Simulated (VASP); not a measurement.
BeS:

```
CELL_PARAMETERS angstrom
0.00000 2.43431 2.43431
2.43431 0.00000 2.43431
2.43431 2.43431 0.00000
ATOMIC_POSITIONS crystal
Be 0.00000 0.00000 0.00000
S 0.25000 0.25000 0.25000
```

Base run:

```yaml
Program: VASP 6.6.1
Functional: r2SCAN
Potentials_or_basis: VASP PAW PBE potentials, release 64 (Be, S)
Cutoff: 520 eV
k_mesh: 6 × 6 × 6
Occupations: gaussian, width 0.01 eV
Spin: no spin polarisation
```

Its results: band gap on the k mesh 3.60 eV, indirect (least direct gap 6.26 eV); pressure 0.3 GPa.

Task: After a change of settings the same cell gave: band gap on the k mesh 3.12 eV, indirect (least direct gap 5.66 eV); pressure 1.0 GPa. Which change was it?
A. occupations from gaussian, width 0.01 eV to gaussian, width 0.001 eV
B. k mesh from 6 × 6 × 6 to 4 × 4 × 4; further incar settings from ALGO = Normal; EDIFF = 1e-06; NBANDS = 11 to ALGO = Normal; EDIFF = 1e-07; NBANDS = 11
C. functional from r2SCAN to PBE; k mesh from 6 × 6 × 6 to 4 × 4 × 4
D. occupations from gaussian, width 0.01 eV to methfessel-paxton, width 0.001 eV; further incar settings from ALGO = Normal; EDIFF = 1e-06; NBANDS = 11 to ALGO = Normal; EDIFF = 1e-07; NBANDS = 11

Result: C.

Caveats: some runs use coarse meshes; the PAW data sets were made with another functional, which shifts forces and pressure a little (some runs).
